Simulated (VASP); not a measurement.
Runs of VASP 6.6.1 on LiF. The structure is that of space group Fm-3m (No. 225), or close to it. The cells are those of the table. 

| cell | gap on the mesh (eV) |
| --- | --- |
| a = 2.737, b = 2.737, c = 2.620 Å, angles 61.4, 61.4, 57.2°, 2 atoms | (b) |
| a = 2.792, b = 2.792, c = 2.734 Å, angles 60.7, 60.7, 58.6°, 2 atoms | 11.03 |
| a = 2.620 Å, angles 60.0°, 2 atoms | 13.00 |
| a = 2.792, b = 2.792, c = 2.848 Å, angles 59.3, 59.3, 61.3°, 2 atoms | (a) |
| a = 2.678, b = 2.678, c = 2.620 Å, angles 60.7, 60.7, 58.6°, 2 atoms | 12.31 |

Alike in all rows: task single point; level r2SCAN; potentials or basis VASP PAW PBE potentials, release 64 (Li_sv, F); no spin polarisation; k mesh 10 × 10 × 10; cutoff (eV) 520; smearing gaussian 0.05 eV.

Fill in the values left out.

(a) 10.63; (b) 11.74.

A k mesh can miss the band edges.
